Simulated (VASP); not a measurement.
A run of VASP 6.6.1 is set up as follows.

Contents of INCAR:

```
SYSTEM = BN
ALGO = Normal ; EDIFF = 1E-8
ENCUT = 520 ; GGA = PS
IBRION = 8 ; ISIF = 2
ISMEAR = 0 ; LASPH = .TRUE.
LCHARG = .FALSE. ; LEPSILON = .TRUE.
LREAL = .FALSE. ; LWAVE = .FALSE.
NELM = 80 ; NSW = 1
PREC = Accurate ; SIGMA = 0.01
```

The input KPOINTS:

```
k-points
0
G
  10 10 4
  0 0 0
```

Contents of POSCAR:

```
BN
1.0
    2.5043523763      0.0000000000      0.0000000000
   -1.2521761882      2.1688327779      0.0000000000
    0.0000000000      0.0000000000      7.0158639818
B N
2 2
Direct
    0.3333333333      0.6666666667      0.2500000000
    0.6666666667      0.3333333333      0.7500000000
    0.3333333333      0.6666666667      0.7500000000
    0.6666666667      0.3333333333      0.2500000000
```

Potentials or basis: VASP PAW PBE potentials, release 64 (B, N).

Launch:

```sh
$ cat potpaw_PBE.64/B/POTCAR potpaw_PBE.64/N/POTCAR > POTCAR
$ mpirun -np 1 vasp_std > vasp.out
```

**Question.** Estimate the electronic dielectric tensor (diagonal).

**Answer.** 4.63, 4.63, 2.51.

**Question.** Estimate the Born charges (mean of the diagonal).

**Answer.** B +2.02; N -2.02 e.

**Question.** Predict the highest phonon frequency at Γ, LO-TO splitting left out.

**Answer.** 1361 cm⁻¹.

Phonon frequencies in cm⁻¹ (negative: imaginary):
```csv
q point,frequencies
"(0.000, 0.000, 0.000)",0 0 0 29 29 61 755 795 1361 1361 1361 1361
```
